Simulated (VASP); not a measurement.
C, 2 atoms in the cell. Symmetry: C2/m, No. 12, monoclinic system. Conventional cell: a = 4.311 Å, b = 2.489 Å, c = 3.814 Å, α = 90.00°, β = 111.49°, γ = 90.00°. Within 1.9 Å of C (site symmetry m) lie 3 C at 1.44 Å. 

| Quantity | Value |
| --- | --- |
| Program | VASP 6.6.1 |
| Task | single point |
| Functional | LDA |
| Potentials or basis | VASP PAW LDA potentials, release 64 (C) |
| Cutoff | 520 eV |
| k mesh | 14 × 14 × 8 |
| Occupations | gaussian, width 0.15 eV |
| Spin | no spin polarisation |
| Dipole correction | no |
| Further INCAR settings | ALGO = Normal; EDIFF = 1e-06; NBANDS = 11 |

Potentials or basis: VASP PAW LDA potentials, release 64 (C).

Launch:

```console
$ cat potpaw_LDA.64/C/POTCAR > POTCAR
$ mpirun -np 1 vasp_std > vasp.out
```

Hardware: 1 thread of Intel Xeon 8259CL, with other jobs on the host.

Task: Estimate the wall time of this run.

Result: Wall time 110 s on 1 thread of Intel Xeon 8259CL, with other jobs on the host, peak memory 0.17 GiB. Counts: scf iterations 11, k points 429.
